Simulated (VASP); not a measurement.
# BAs3 in VASP: further runs

BAs3 is run at these levels: PBE; tasks: single point.

Program: VASP 6.6.1. These are calculated values, not measurements. Logs are shortened: lines on timing, memory, paths and dates and some standing lists are left out, and cuts for length are marked.

## (1) The cell of the first run

The cell holds an amorphous packing of atoms, 20 atoms: a = 7.116 Å, b = 7.459 Å, c = 7.561 Å, α = 89.01°, β = 91.18°, γ = 88.09°.

## (2) Single point, PBE

Input file INCAR:

```
PREC = Accurate ; ENCUT = 520
EDIFF = 1E-6 ; ISMEAR = -1
SIGMA = 0.05 ; LREAL = Auto
LASPH = True ; NELM = 80
ALGO = Normal ; ISIF = 2
LWAVE = False ; LCHARG = False
GGA = PE ; ISYM = 0
NBANDS = 61
```

Input file KPOINTS:

```
Automatic mesh
0
Gamma
  1 1 1
  0.25 0.25 0.25
```

Input file POSCAR:

```
BAs3
1.0
    7.1150020000      0.1216840000     -0.0762260000
    0.1216840000      7.4579790000      0.0655730000
   -0.0762260000      0.0655730000      7.5605040000
B As
5 15
Direct
    0.1491982535      0.4614138680      0.8155951633
    0.2039261964      0.4403177647      0.6163634754
    0.1927719737      0.4526335254      0.0334956107
    0.1829484667      0.4254858313      0.3998704382
    0.1232422597      0.6413194178      0.4664974751
    0.6671910458      0.4688340623      0.1982818141
    0.9270151959      0.2750293714      0.3696461452
    0.5829244794      0.9470905840      0.0927322346
    0.8395372441      0.6826813788      0.9523334820
    0.9465490165      0.3023009170      0.6928650348
    0.6316419202      0.4237653355      0.5935112226
    0.0197712310      1.0036584782      0.9576853851
    0.3678166806      0.6696038301      0.9897868267
    0.9468069106      0.9535022709      0.2728994389
    0.3326990051      0.2886014182      0.2206630475
    0.3583489785      0.7141456551      0.6457743870
    0.3413754249      0.9546002811      0.3148585966
    0.8201550673      0.6797493544      0.4450130488
    0.7215647185      0.8850014038      0.6779960430
    0.6995478855      0.2090338259      0.9457754089
```

Potentials or basis: VASP PAW PBE potentials, release 64 (B, As).

Run with:

```bash
$ cat potpaw_PBE.64/B/POTCAR potpaw_PBE.64/As/POTCAR > POTCAR
$ mpirun -np 1 vasp_std > vasp.out
```

OUTCAR:

```text
PREC = Accurate
   ENCUT = 520
   EDIFF = 1E-6
   ISMEAR = -1
   LREAL = Auto
   LASPH = True
   NELM = 80
   ISIF = 2
   GGA = PE
   ISYM = 0

 ion  position               nearest neighbor table
   1  0.149  0.461  0.816-   2 1.57   3 1.67  10 2.11
   2  0.204  0.440  0.616-   1 1.57   4 1.65   5 1.93  10 2.21  16 2.36
   3  0.193  0.453  0.033-   1 1.67  15 2.07  13 2.10
   4  0.183  0.425  0.400-   2 1.65   5 1.74  15 2.01   7 2.18
   5  0.123  0.641  0.466-   4 1.74   2 1.93  18 2.17  16 2.22
   6  0.667  0.469  0.198-   7 2.62  18 2.70  20 2.75   9 2.76  15 2.78
   7  0.927  0.275  0.370-   4 2.18  10 2.46  14 2.52   6 2.62
   8  0.583  0.947  0.093-  20 2.41  17 2.43  13 2.73   9 2.87  14 2.90
   9  0.840  0.683  0.952-  19 2.65  12 2.75   6 2.76   8 2.87
  10  0.947  0.302  0.693-   1 2.11   2 2.21   7 2.46  11 2.49  20 2.72
  11  0.632  0.424  0.594-  10 2.49  18 2.62  16 2.90
  12  0.020  0.004  0.958-  14 2.47  20 2.70   9 2.75
  13  0.368  0.670  0.990-   3 2.10  16 2.62   8 2.73
  14  0.947  0.954  0.273-  12 2.47   7 2.52  18 2.60  17 2.82   8 2.90
  15  0.333  0.289  0.221-   4 2.01   3 2.07  17 2.58   6 2.78
  16  0.358  0.714  0.646-   5 2.22   2 2.36  13 2.62  11 2.90
  17  0.341  0.955  0.315-   8 2.43  15 2.58  14 2.82
  18  0.820  0.680  0.445-   5 2.17  19 2.45  14 2.60  11 2.62   6 2.70
  19  0.722  0.885  0.678-  18 2.45   9 2.65
  20  0.700  0.209  0.946-   8 2.41  12 2.70  10 2.72   6 2.75

IMPORTANT INFORMATION: All symmetrisations will be switched off!
NOSYMM: (Re-)initialisation of all symmetry stuff for point group C_1.

----------------------------------------------------------------------------------------

                                     Primitive cell

  volume of cell :     401.0000

  direct lattice vectors                    reciprocal lattice vectors
     7.115002000  0.121684000 -0.076226000     0.140602950 -0.002306710  0.001437584
     0.121684000  7.457979000  0.065573000    -0.002306710  0.134132652 -0.001186602
    -0.076226000  0.065573000  7.560504000     0.001437584 -0.001186602  0.132291100

  length of vectors
     7.116450721  7.459259855  7.561172591     0.140629219  0.134157732  0.132304232

  position of ions in fractional coordinates (direct lattice)
     0.149198254  0.461413868  0.815595163
     0.203926196  0.440317765  0.616363475
     0.192771974  0.452633525  0.033495611
     0.182948467  0.425485831  0.399870438
     0.123242260  0.641319418  0.466497475
     0.667191046  0.468834062  0.198281814
[... 12 lines left out ...]
     0.721564718  0.885001404  0.677996043
     0.699547886  0.209033826  0.945775409

  ion indices of the primitive-cell ions
   primitive index   ion index
                 1           1
                 2           2
                 3           3
                 4           4
                 5           5
                 6           6
[... 12 lines left out ...]
                19          19
                20          20

----------------------------------------------------------------------------------------

 KPOINTS: Automatic mesh

Automatic generation of k-mesh.
 Grid dimensions read from file:
 generate k-points for:    1    1    1

 Generating k-lattice:

  Cartesian coordinates                     Fractional coordinates (reciprocal lattice)
     0.140602950 -0.002306710  0.001437584     1.000000000 -0.000000000  0.000000000
    -0.002306710  0.134132652 -0.001186602    -0.000000000  1.000000000 -0.000000000
     0.001437584 -0.001186602  0.132291100     0.000000000  0.000000000  1.000000000

  Length of vectors
     0.140629219  0.134157732  0.132304232

  Shift w.r.t. Gamma in fractional coordinates (k-lattice)
     0.250000000  0.250000000  0.250000000

 Subroutine IBZKPT returns following result:
 ===========================================

 Found      1 irreducible k-points:

 Following reciprocal coordinates:
            Coordinates               Weight
  0.250000  0.250000  0.250000      2.000000
   k-points           NKPTS =      1   k-points in BZ     NKDIM =      1   number of bands    NBANDS=     61
   number of dos      NEDOS =    301   number of ions     NIONS =     20
   total plane-waves  NPLWV = 169344
   dimension x,y,z NGX =    54 NGY =   56 NGZ =   56
   dimension x,y,z NGXF=   108 NGYF=  112 NGZF=  112
   ions per type =               5  15
   NGX,Y,Z   is equivalent  to a cutoff of  12.61, 12.48, 12.31 a.u.
   NGXF,Y,Z  is equivalent  to a cutoff of  25.23, 24.96, 24.63 a.u.
 SYSTEM =  unknown system
   PREC   = accura    normal or accurate (medium, high low for compatibility)
   ISTART =      0    job   : 0-new  1-cont  2-samecut
   ICHARG =      2    charge: 1-file 2-atom 10-const
   ISPIN  =      1    spin polarized calculation?
   LNONCOLLINEAR =      F non collinear calculations
   LSORBIT =      F    spin-orbit coupling
   LASPH  =      T    aspherical Exc in radial PAW
   ENCUT  =  520.0 eV  38.22 Ry    6.18 a.u.  13.23 13.87 14.06*2*pi/ulx,y,z
   NELM   =     80;   NELMIN=  2; NELMDL= -5     # of ELM steps
   EDIFF  = 0.1E-05   stopping-criterion for ELM
   LREAL  =      T    real-space projection
   EDIFFG = 0.1E-04   stopping-criterion for IOM
   NSW    =      0    number of steps for IOM
   IBRION =     -1    ionic relax: 0-MD 1-quasi-New 2-CG
   NFREE  =      0    steps in history (QN), initial steepest desc. (CG)
   ISIF   =      2    stress and relaxation
   ISYM   =      0    0-nonsym 1-usesym 2-fastsym
   POTIM  = 0.5000    time-step for ionic-motion
   TEBEG  =    0.0;   TEEND  =   0.0 temperature during run
   PSTRESS=    0.0 pullay stress
   NELECT =      90.0000    total number of electrons
   NUPDOWN=      -1.0000    fix difference up-down
   EMIN   =  10.00;   EMAX   =-10.00  energy-range for DOS
   EFERMI =   0.00;   METHOD = LEGACY
   ISMEAR =    -1;   SIGMA  =   0.05  broadening in eV -4-tet -1-fermi 0-gaus
   EFERMI_NEDOS =   21; number of points for ismear=-14 and -15
   IALGO  =     38    algorithm
   IMIX   =      4    mixing-type and parameters
     AMIX     =   0.40;   BMIX     =  1.00
     AMIX_MAG =   1.60;   BMIX_MAG =  1.00
  volume/ion in A,a.u.               =      20.05       135.30
  Fermi-wavevector in a.u.,A,eV,Ry     =   0.994888  1.880066 13.467077  0.989802
  Thomas-Fermi vector in A             =   2.126870
   LORBIT       =      0    0 simple, 1 ext, 2 COOP (PROOUT), +10 PAW based schemes
   GGA     = PE    functional components
   LHFCALC =     F    Hartree Fock is set to
   AEXX    =    0.0000 exact exchange contribution
   IVDW    =     0    specifies the selected vdW correction
   LEPSILON=     F    determine dielectric tensor
   LRPA    =     F    only Hartree local field effects (RPA)
 non-spin polarized calculation
  energy-cutoff  :      520.00
  volume of cell :      401.00
 maximum number of plane-waves:     10782
 NGX is ok and might be reduce to    54
   NGX = 27   NGY = 27   NGZ = 29

 number of electron      89.9999996 magnetization

 Free energy of the ion-electron system (eV)
  ---------------------------------------------------
  ext. energy  EPLUGINS =         0.00000000
  ---------------------------------------------------
  free energy    TOTEN  =       -92.17159314 eV

  energy without entropy =      -92.14277970  energy(sigma->0) =      -92.15718642

 E-fermi :   4.2013     XC(G=0):  -9.5682

 val. band max:        4.0306713178   @ k =   0.2500   0.2500   0.2500
 cond. band min:       4.3737429927   @ k =   0.2500   0.2500   0.2500
 fundamental gap:      0.3430716749
 Fermi energy:         4.2013115668

 k-point     1 :       0.2500    0.2500    0.2500
  band No.  band energies     occupation
      1     -10.3074      2.00000
      2      -9.5208      2.00000
      3      -8.9047      2.00000
      4      -8.6220      2.00000
      5      -8.1931      2.00000
      6      -7.8604      2.00000
[... 49 lines left out ...]
     56       6.5912      0.00000
     57       6.7897      0.00000
 [bands above 57 left out]

------------------------ aborting loop because EDIFF is reached ----------------------------------------

  FORCE on cell =-STRESS in cart. coord.  units (eV):
  Direction    XX          YY          ZZ          XY          YZ          ZX
  --------------------------------------------------------------------------------------
  -------------------------------------------------------------------------------------
  Total       -2.4871633     -0.2618581     13.3879244      1.9747080     -4.7563071     -3.2116851
  in kB       -9.9373489     -1.0462420     53.4908480      7.8898569    -19.0036105    -12.8321429
  external PRESSURE =      14.1690857 kB  Pullay stress =       0.0000000 kB

 VOLUME and BASIS-vectors are now :
 -----------------------------------------------------------------------------
  energy-cutoff  :      520.00
  volume of cell :      401.00
      direct lattice vectors                 reciprocal lattice vectors
     7.115002000  0.121684000 -0.076226000     0.140602950 -0.002306710  0.001437584
     0.121684000  7.457979000  0.065573000    -0.002306710  0.134132652 -0.001186602
    -0.076226000  0.065573000  7.560504000     0.001437584 -0.001186602  0.132291100

 POSITION                                       TOTAL-FORCE (eV/Angst)
 -----------------------------------------------------------------------------------
      1.05552      3.51285      6.18519         0.257921      0.135994      1.320788
      1.45753      3.34911      4.67335         0.429484      0.916251     -0.469383
      1.42410      3.40138      0.26823         0.740713      0.279202     -1.353935
      1.32297      3.22175      3.03718        -0.589076     -0.031576      0.601965
      0.91935      4.82853      3.55962         0.106591     -1.065810     -0.049347
      4.78900      3.59074      1.47900        -0.209209     -0.035533     -0.173353
[... 12 lines left out ...]
      5.18994      6.73258      5.12902        -1.092426      0.662835      0.679417
      4.93063      1.70611      7.11092        -0.005603     -0.331535     -0.338782
 -----------------------------------------------------------------------------------
    total drift:                                0.018221      0.003521      0.023529

  FREE ENERGIE OF THE ION-ELECTRON SYSTEM (eV)
  ---------------------------------------------------
  free  energy   TOTEN  =       -92.1715931446 eV

  energy  without entropy=      -92.1427797037  energy(sigma->0) =      -92.15718642
```

It took 46 s on 1 thread of Intel Xeon 6975P-C (Granite Rapids), shared host; peak memory 0.38 GiB.

What came out:

- Free energy: -92.1716 eV
- Pressure: 1.4 GPa
- Largest force: 1.568 eV/Å
- Band gap on the k mesh: 0.34 eV

Forces in eV/Å, atoms in the order of the input:
```
B    0.258  0.136  1.321
B    0.429  0.916 -0.469
B    0.741  0.279 -1.354
B   -0.589 -0.032  0.602
B    0.107 -1.066 -0.049
As  -0.209 -0.036 -0.173
As   0.446  0.143 -0.601
As   0.079 -0.827  0.045
As   0.847  0.382 -0.322
As  -0.035 -1.043  0.047
As  -0.597  0.248 -0.059
As  -0.296  0.030  0.230
As  -0.623 -0.433 -0.608
As   0.808  0.009  0.002
As  -0.169  1.129  0.285
As   0.352 -0.362  0.594
As  -0.778  0.163  0.122
As   0.329  0.030  0.049
As  -1.092  0.663  0.679
As  -0.006 -0.332 -0.339
```

Levels at points of the mesh, in eV from the valence-band top:
```tsv
k point	band 43	band 44	band 45	band 46	band 47	band 48
(0.25, 0.25, 0.25)	-0.49	-0.34	0.00	0.34	0.51	0.72
```

Caveat: the k points lie up to 0.88 Å⁻¹ apart.

[end of part 1 of 2]
